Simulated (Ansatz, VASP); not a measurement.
## One calculation of TiB2, two programs

```xyz
3
Lattice="3.0037 0.0000 0.0000 -1.5019 2.6013 0.0000 0.0000 0.0000 3.1817" Properties=species:S:1:pos:R:3 pbc="T T T"
Ti    0.0000    0.0000    0.0000
B     0.0000    1.7342    1.5908
B     1.5019    0.8671    1.5908
```

Alike in both runs: functional PBE; dispersion D3(BJ); k mesh 18 × 18 × 14; occupations gaussian, width 0.1 eV; no spin polarisation.

Ansatz relaxed the structure, and its values are those at the end. VASP's run is a single point on that final structure, the one shown.

```csv
,VASP,Ansatz
version,VASP 6.6.1,Ansatz 0.2.0
potentials or method,"VASP PAW PBE potentials, release 64 (Ti_sv, B), cutoff 520 eV","scalar-relativistic, plane waves, PAW"
valence electrons in the cell,18,18
```

```csv
,VASP,Ansatz,Ansatz less VASP
gap on the k mesh at the Fermi level (eV),none,none,-
pressure (GPa),0.2,0.0,-0.25
```

A gap of «none» marks a metal or a gap that the smearing closes.
